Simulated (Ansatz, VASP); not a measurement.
## One calculation of CoO, two programs

```xyz
2
Lattice="0.0000 2.1027 2.1027 2.1027 0.0000 2.1027 2.1027 2.1027 0.0000" Properties=species:S:1:pos:R:3 pbc="T T T"
Co    0.0000    0.0000    0.0000
O     2.1027    2.1027    2.1027
```

Change from the starting cell: volume scaled by 0.96, PAW files.

Alike in both runs: task electric field gradients; functional PBE; k mesh 16 × 16 × 16; occupations fermi-dirac, width 0.05 eV; collinear spin.

```csv
,VASP,Ansatz
version,VASP 6.6.1,Ansatz 0.2.0
potentials or method,"VASP PAW PBE potentials, release 64 (Co, O)","PAW with Ansatz's default frozen-core files, scalar-relativistic"
plane-wave cutoff (eV),520,420
valence electrons in the cell,15,23
```

```csv
,VASP,Ansatz,Ansatz less VASP
pressure (GPa),4.2,5.1,+0.85
net moment per atom (μB),1.38,1.40,+0.027
size of the moment on the site where the two differ most (μB),2.45,2.40,-0.049
```

Site moments also hang on the region over which each program counts them. VASP's potentials hold 15 valence electrons a cell and Ansatz's 23, so a difference there can come from the potentials and not from the codes.
